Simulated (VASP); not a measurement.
## Ge2Rh: single point with PBE

Crystal: Ge2Rh.

```xyz
3
Lattice="4.5202 0.0000 0.0000 -2.2601 3.9146 0.0000 0.0000 0.0000 2.7690" Properties=species:S:1:pos:R:3 pbc="T T T"
Ge    0.0000    2.6098    1.3845
Ge    2.2601    1.3049    1.3845
Rh    0.0000    0.0000    0.0000
```

```yaml
Program: VASP 6.6.1
Task: single point
Functional: PBE
Potentials_or_basis: VASP PAW PBE potentials, release 64 (Ge_d, Rh_pv)
Cutoff: 520 eV
k_mesh: 12 × 12 × 16
Occupations: gaussian, width 0.1 eV
Spin: no spin polarisation
Dipole_correction: no
Further_INCAR_settings: ALGO = Normal; EDIFF = 1e-06; NBANDS = 28
```

The pressure is 0.1 GPa.

Levels at points of the mesh, in eV from the Fermi level:
```csv
k point,band 18,band 19,band 20,band 21,band 22,band 23,band 24,band 25
"(0.00, 0.00, 0.00)",-3.73,-0.66,-0.66,-0.34,-0.34,0.95,0.95,3.54
"(0.50, 0.00, 0.00)",-2.90,-2.42,-0.85,-0.67,-0.34,4.00,6.07,6.90
"(0.00, 0.00, 0.50)",-2.08,-2.08,-1.64,-0.81,-0.81,-0.42,0.96,6.08
"(0.50, 0.00, 0.50)",-4.46,-1.59,-1.26,-1.22,0.28,0.96,1.05,3.60
```

It took 120 s on 1 thread of Intel Xeon 6975P-C, on a shared host, peak memory 0.34 GiB.
